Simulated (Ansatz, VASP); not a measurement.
**One calculation of Pt, two programs**

Contents of INCAR:

```
ALGO = Fast ; EDIFF = 1E-6
ENCUT = 520 ; ISIF = 2
ISMEAR = 0 ; LASPH = True
LCHARG = True ; LELF = True
LREAL = False ; LVHAR = True
LWAVE = False ; NBANDS = 17
NELM = 60 ; PREC = Accurate
SIGMA = 0.15
```

KPOINTS

```
k-points
0
Gamma
  18 18 10
```

The input POSCAR:

```
Pt
1.0
    2.7081940711      0.0000000000      0.0000000000
   -1.3540970355      2.3453648639      0.0000000000
    0.0000000000      0.0000000000      4.6773974959
Pt
2
Direct
    0.6138639516      0.3333333333      0.7500000000
    0.3861360484      0.6666666667      0.2500000000
```

Input for Ansatz:

```yaml
crystal:
  lattice:
    - [2.7081940711, 0.0, 0.0]
    - [-1.3540970355, 2.3453648639, 0.0]
    - [0.0, 0.0, 4.6773974959]
  atoms:
    - { symbol: Pt, position: [0.6138639516, 0.3333333333, 0.75] }
    - { symbol: Pt, position: [0.3861360484, 0.6666666667, 0.25] }
basis:
  ecutwfc: 420
kpoints:
  mp_grid: { grid: [18, 18, 10] }
hamiltonian:
  xc: lda
scf:
  occupations: { method: gaussian, width: 0.15 }
output:
  forces: true
  stress: true
  eigenvalues: true
```

Change from the starting cell: mode 1 frozen in at -0.143 Å and mode 2 at +0.000 Å (largest displacements).

Alike in both runs: task single point; functional LDA; k mesh 18 × 18 × 10; occupations gaussian, width 0.15 eV; no spin polarisation.

|  | VASP | Ansatz |
| --- | --- | --- |
| version | VASP 6.6.1 | Ansatz 0.2.0 |
| potentials or method | VASP PAW LDA potentials, release 64 (Pt), cutoff 520 eV | scalar-relativistic, plane waves, PAW |
| valence electrons in the cell | 20 | 36 |

```csv
,VASP,Ansatz,Ansatz less VASP
gap on the k mesh at the Fermi level (eV),none,none,-
pressure (GPa),1.7,1.0,-0.75
"traceless stress, the component that is largest in VASP (GPa)",-1.65,-1.81,-0.160
rms of the force components (eV/Å),0.145,0.145,-0.0008
```

LDA's correlation is that of Perdew and Zunger in VASP and of Perdew and Wang (1992) in Ansatz. Atom by atom the forces differ by 0.006 eV/Å (rms over components). A gap of «none» marks a metal or a gap that the smearing closes. VASP's potentials hold 20 valence electrons a cell and Ansatz's 36, so a difference there can come from the potentials and not from the codes.

Spin-orbit coupling is off throughout.
